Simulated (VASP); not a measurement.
H, 16 atoms in the cell. Symmetry: Pnma, No. 62, orthorhombic system. Conventional cell: a = 5.559 Å, b = 11.270 Å, c = 4.345 Å, α = 90.00°, β = 90.00°, γ = 90.00°. Within 1.0 Å of H (site symmetry m) lie 1 H at 0.75 Å. Within 1.0 Å of H (site symmetry m) lie 1 H at 0.75 Å. Within 1.0 Å of H (site symmetry 1) lie 1 H at 0.75 Å. 

```yaml
Program: VASP 6.6.1
Task: relaxation of cell and atoms
Functional: PBE
Potentials_or_basis: VASP PAW PBE potentials, release 64 (H)
Cutoff: 600 eV
k_mesh: 4 × 2 × 6
Occupations: gaussian, width 0.02 eV
Spin: no spin polarisation
Dipole_correction: no
Further_INCAR_settings: LREAL = Auto; ALGO = Normal; EDIFF = 1e-06; IBRION = 2; EDIFFG = -0.01; NSW = 100; ISIF = 3
```

Potentials or basis: VASP PAW PBE potentials, release 64 (H).

Launch:

```bash
$ cat potpaw_PBE.64/H/POTCAR > POTCAR
$ mpirun -np 1 vasp_std > vasp.out
```

Hardware: 1 thread of Intel(R) Xeon(R) 6975P-C (Granite Rapids), on a shared host.

Task: How long does it take, and how much memory?

Result: Wall time 120 s on 1 thread of Intel(R) Xeon(R) 6975P-C (Granite Rapids) (shared host), peak memory 0.41 GiB. Counts: scf iterations 20, k points 24, ion steps 3.
